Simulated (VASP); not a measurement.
# Ge (Cmcm) in VASP: settings compared, part 2 of 2

VASP 6.6.1. The steps go on from the part before.

## Step 4: Single point, B3LYP

This run uses another cell than the first one, of 18.25 Å³/atom, 1.004 times its volume.

The input, POSCAR:

```
Ge
1.0
    1.4880529250     -2.5946896100      0.0000000000
    1.4880529250      2.5946896100      0.0000000000
    0.0000000000      0.0000000000      4.7275957900
Ge
2
Direct
    0.3334466300      0.6665533700      0.2500000000
    0.6665533700      0.3334466300      0.7500000000
```

The input, INCAR.step1:

```
SYSTEM = Ge
PREC     = Accurate       ! precision mode
ENCUT    = 520            ! plane-wave cutoff, eV
EDIFF    = 1E-5           ! SCF threshold, eV
ISMEAR   = -1             ! smearing method
SIGMA    = 0.05           ! smearing width, eV
LREAL    = .FALSE.        ! projectors in reciprocal space
LASPH    = .TRUE.         ! aspherical terms in the spheres
NELM     = 60             ! most SCF steps
ALGO     = Normal         ! electronic algorithm
ISIF     = 2              ! what is computed and relaxed
LWAVE    = .TRUE.         ! write WAVECAR
NBANDS   = 21             ! bands
GGA      = PE             ! functional
```

The input, INCAR.step2:

```
SYSTEM = Ge
PREC     = Accurate       ! precision mode
ENCUT    = 520            ! plane-wave cutoff, eV
EDIFF    = 1E-6           ! SCF threshold, eV
ISMEAR   = -1             ! smearing method
SIGMA    = 0.05           ! smearing width, eV
LREAL    = .FALSE.        ! projectors in reciprocal space
LASPH    = .TRUE.         ! aspherical terms in the spheres
NELM     = 60             ! most SCF steps
ALGO     = Normal         ! electronic algorithm
ISIF     = 2              ! what is computed and relaxed
LWAVE    = .FALSE.        ! write WAVECAR
LCHARG   = .TRUE.         ! write CHGCAR
GGA      = B3             ! functional
LHFCALC  = .TRUE.         ! exact exchange
AEXX     = 0.2            ! exact-exchange fraction
AGGAX    = 0.72         
AGGAC    = 0.81         
ALDAC    = 0.19         
PRECFOCK = Normal       
LELF     = .TRUE.         ! ELF
LVHAR    = .TRUE.       
NBANDS   = 21             ! bands
ISTART   = 1
```

The input, KPOINTS:

```
regular mesh
0
G
  5 5 3
  0 0 0
```

Potentials or basis: VASP PAW PBE potentials, release 64 (Ge_d).

Started as:

```sh
cat potpaw_PBE.64/Ge_d/POTCAR > POTCAR
cp INCAR.step1 INCAR
mpirun -np 1 vasp_std > vasp.out
cp INCAR.step2 INCAR
mpirun -np 1 vasp_std > vasp.out
```

OUTCAR:

```text
SYSTEM = Ge
   PREC = Accurate
   ENCUT = 520
   EDIFF = 1E-6
   ISMEAR = -1
   LREAL = .FALSE.
   LASPH = .TRUE.
   NELM = 60
   ISIF = 2
   GGA = B3
   LHFCALC = .TRUE.
   AEXX = 0.2
   PRECFOCK = Normal
   ISTART = 1

 ion  position               nearest neighbor table
   1  0.333  0.667  0.250-
   2  0.667  0.333  0.750-

  LATTYP: Found a base centered orthorhombic cell.
 ALAT       =     2.9761058500
 B/A-ratio  =     1.7436809984
 C/A-ratio  =     1.5885173540

  Lattice vectors:

 A1 = (   1.4880529250,  -2.5946896100,   0.0000000000)
 A2 = (   1.4880529250,   2.5946896100,   0.0000000000)
 A3 = (   0.0000000000,   0.0000000000,   4.7275957900)

Analysis of symmetry for initial positions (statically):
=====================================================================
 Subroutine PRICEL returns:
 Original cell was already a primitive cell.

 Routine SETGRP: Setting up the symmetry group for a
 base centered orthorhombic supercell.

 Subroutine GETGRP returns: Found  8 space group operations
 (whereof  4 operations were pure point group operations)
 out of a pool of  8 trial point group operations.

The static configuration has the point symmetry C_2h.
 The point group associated with its full space group is D_2h.

Analysis of symmetry for dynamics (positions and initial velocities):
=====================================================================
 Subroutine PRICEL returns:
 Original cell was already a primitive cell.

 Routine SETGRP: Setting up the symmetry group for a
 base centered orthorhombic supercell.

 Subroutine GETGRP returns: Found  8 space group operations
[... 114 lines left out ...]
   IALGO  =     38    algorithm
   IMIX   =      1    mixing-type and parameters
     AMIX     =   0.40;   BMIX     =  1.00
     AMIX_MAG =   1.60;   BMIX_MAG =  1.00
  volume/ion in A,a.u.               =      18.25       123.18
  Fermi-wavevector in a.u.,A,eV,Ry     =   1.498544  2.831837 30.553703  2.245634
  Thomas-Fermi vector in A             =   2.610289
   LORBIT       =      0    0 simple, 1 ext, 2 COOP (PROOUT), +10 PAW based schemes
   GGA     = B3    functional components
   LHFCALC =     T    Hartree Fock is set to
   PRECFOCK=normal    Normal, Fast or Accurate (Low or Medium for compatibility)
   ENCUT4O =  -1.0   cutoff for four orbital integrals eV
   NKREDX  =     1    reduce k-point grid by
   NKREDY  =     1    reduce k-point grid by
   NKREDZ  =     1    reduce k-point grid by
   AEXX    =    0.2000 exact exchange contribution
   HFSCREEN=    0.0000 screening length (either q_TF or 0.3 A-1)
   HFSCREENC=   0.0000 screening length for correlation (either q_TF or 0.3 A-1)
   ENCUTFOCK=  -1.0 apply spherical cutoff to Coloumb kernel
   IVDW    =     0    specifies the selected vdW correction
   LEPSILON=     F    determine dielectric tensor
   LRPA    =     F    only Hartree local field effects (RPA)
 non-spin polarized calculation
  energy-cutoff  :      520.00
  volume of cell :       36.51
 maximum number of plane-waves:      1004
 NGX is ok and might be reduce to    24
  NGX = 18; NGY = 18; NGZ = 28

 number of electron      28.0000012 magnetization

 Free energy of the ion-electron system (eV)
  ---------------------------------------------------
  ext. energy  EPLUGINS =         0.00000000
  ---------------------------------------------------
  free energy    TOTEN  =        -8.44077690 eV

  energy without entropy =       -8.43728325  energy(sigma->0) =       -8.43903008

 E-fermi :   7.0196     XC(G=0):  -9.1348

 val. band max:        6.9587954422   @ k =   0.2000   0.2000   0.3333
 cond. band min:       7.4239303386   @ k =  -0.4000   0.2000   0.3333
 fundamental gap:      0.4651348965
 Fermi energy:         7.0196037313

 k-point     1 :       0.0000    0.0000    0.0000
  band No.  band energies     occupation
      1     -20.4756      2.00000
      2     -20.4708      2.00000
      3     -20.4662      2.00000
      4     -20.4649      2.00000
      5     -20.4621      2.00000
      6     -20.4529      2.00000
[... 421 lines left out ...]
     20      17.8047      0.00000
     21      19.0851      0.00000

------------------------ aborting loop because EDIFF is reached ----------------------------------------

  FORCE on cell =-STRESS in cart. coord.  units (eV):
  Direction    XX          YY          ZZ          XY          YZ          ZX
  --------------------------------------------------------------------------------------
  -------------------------------------------------------------------------------------
  Total        1.2109685      1.3941198      3.2676139      0.0000000     -0.0000000      0.0000000
  in kB       53.1458456     61.1838164    143.4059571      0.0000000     -0.0000000      0.0000000
  external PRESSURE =      85.9118730 kB  Pullay stress =       0.0000000 kB

 VOLUME and BASIS-vectors are now :
 -----------------------------------------------------------------------------
  energy-cutoff  :      520.00
  volume of cell :       36.51
      direct lattice vectors                 reciprocal lattice vectors
     1.488052925 -2.594689610  0.000000000     0.336009554 -0.192701277  0.000000000
     1.488052925  2.594689610  0.000000000     0.336009554  0.192701277  0.000000000
     0.000000000  0.000000000  4.727595790     0.000000000  0.000000000  0.211524006

 POSITION                                       TOTAL-FORCE (eV/Angst)
 -----------------------------------------------------------------------------------
      1.48805      0.86431      1.18190         0.000000     -0.079456      0.000000
      1.48805     -0.86431      3.54570         0.000000      0.079456      0.000000
 -----------------------------------------------------------------------------------
    total drift:                               -0.000000      0.000000     -0.000000

  FREE ENERGIE OF THE ION-ELECTRON SYSTEM (eV)
  ---------------------------------------------------
  free  energy   TOTEN  =        -8.4407769025 eV

  energy  without entropy=       -8.4372832528  energy(sigma->0) =       -8.43903008
```

OSZICAR.step1:

```text
N       E                     dE             d eps       ncg     rms          rms(c)
DAV:   1     0.179734132079E+03    0.17973E+03   -0.14060E+04   883   0.384E+03
DAV:   2     0.158512514039E+02   -0.16388E+03   -0.15843E+03   766   0.601E+02
DAV:   3    -0.764682836346E+01   -0.23498E+02   -0.23246E+02   856   0.132E+02
DAV:   4    -0.828885090092E+01   -0.64202E+00   -0.64140E+00   871   0.254E+01
DAV:   5    -0.829817809379E+01   -0.93272E-02   -0.93269E-02   882   0.334E+00    0.166E+00
DAV:   6    -0.827820805793E+01    0.19970E-01   -0.17335E-02  1030   0.206E+00    0.913E-01
DAV:   7    -0.826912838171E+01    0.90797E-02   -0.10978E-02  1025   0.134E+00    0.770E-02
DAV:   8    -0.826882778454E+01    0.30060E-03   -0.97149E-04   926   0.558E-01    0.257E-02
DAV:   9    -0.826883419753E+01   -0.64130E-05   -0.21146E-05   760   0.547E-02
   1 F= -.82688342E+01 E0= -.82607574E+01  d E =-.161536E-01
```

Wall time 43 min (1 thread of AMD EPYC 7R13, shared host); peak memory 0.14 GiB.

What came out:

| Item | Value |
| --- | --- |
| Free energy | -8.4408 eV |
| Pressure | 8.6 GPa |
| Largest force | 0.079 eV/Å |
| Band gap on the k mesh | zero (band 14 reaches 14.70 eV, above the bottom of band 15 at 5.76 eV) |

Forces in eV/Å, atoms in the order of the input:
```
Ge   0.000 -0.079  0.000
Ge   0.000  0.079  0.000
```

Levels at points of the mesh, in eV from the Fermi level:
```tsv
k point	band 12	band 13	band 14	band 15	band 16	band 17
(0.00, 0.00, 0.00)	-8.43	-6.15	7.68	7.81	9.87	9.99
```

Caveat: the k points lie up to 0.49 Å⁻¹ apart; the PAW data sets were made with another functional, which shifts forces and pressure a little.

## Step 5: Summary

```tsv
task	level	cell	k mesh	cutoff (eV)	grid for exact exchange (PRECFOCK)	share of exact exchange	screening parameter	gap on the mesh (eV)	pressure (GPa)	largest force (eV/Å)
single point	PBEsol-based screened hybrid	a = 2.949, b = 2.949, c = 4.831 Å, angles 90.0, 90.0, 120.0°, 2 atoms	5 × 5 × 3	520	Normal	0.25	0.207 1/Å	none	0.3	-
relaxation of cell and atoms	BLYP	relaxed from a = 2.991, b = 2.991, c = 4.728 Å, angles 90.0, 90.0, 120.3°, 2 atoms	10 × 10 × 6	600	-	-	-	none	0.0	0.01
single point	B3LYP	a = 2.991, b = 2.991, c = 4.728 Å, angles 90.0, 90.0, 120.3°, 2 atoms	5 × 5 × 3	520	Normal	-	-	none	8.6	0.08
```

Alike in all rows: potentials or basis VASP PAW PBE potentials, release 64 (Ge_d); no spin polarisation; smearing fermi-dirac 0.05 eV.

Caveats: some runs use coarse meshes; the PAW data sets were made with another functional, which shifts forces and pressure a little; the volume moved by over 15 % at a fixed basis, so the end points are rough (some runs).

Total energies depend on the potentials used, so only differences within one code and one set of settings carry meaning.
